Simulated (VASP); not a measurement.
Input of a VASP 6.6.1 run:

INCAR

```
SYSTEM = GaB3As4
PREC = Accurate
ENCUT = 520
EDIFF = 1E-6
ISMEAR = -1
SIGMA = 0.02
LREAL = .False.
LASPH = .True.
NELM = 100
ALGO = Normal
ISIF = 2
LWAVE = .False.
LCHARG = .False.
GGA = PE
NBANDS = 31
```

Contents of KPOINTS:

```
regular mesh
0
Gamma
  6 4 6
  0 0 0
```

File POSCAR:

```
GaB3As4
1.0
    3.5386557256      0.0000000000      0.0000000000
    0.0000000000      7.1499960058      0.0000000000
    0.0000000000      0.0000000000      5.0660562618
B As Ga
3 4 1
Direct
    0.0000000000      0.7661839703     -0.0002368044
    0.5000000000      0.0000000000      0.4938970630
    0.0000000000      0.2338160297     -0.0002368044
    0.5000000000      0.7764647999      0.2325345466
    0.0000000000      0.0000000000      0.7328636619
    0.5000000000      0.2235352001      0.2325345466
    0.0000000000      0.5000000000      0.8089604198
    0.5000000000      0.5000000000      0.4996833708
```

Potentials or basis: VASP PAW PBE potentials, release 64 (B, As, Ga_d).

The run is started by

```bash
$ cat potpaw_PBE.64/B/POTCAR potpaw_PBE.64/As/POTCAR potpaw_PBE.64/Ga_d/POTCAR > POTCAR
$ mpirun -np 1 vasp_std > vasp.out
```

(1) Estimate the band gap on the k mesh.

(2) Predict the largest force.

(3) Estimate the pressure.

## Answers

(1) 0.44 eV (least direct gap 0.51 eV).

(2) 0.020 eV/Å.

(3) 0.4 GPa.
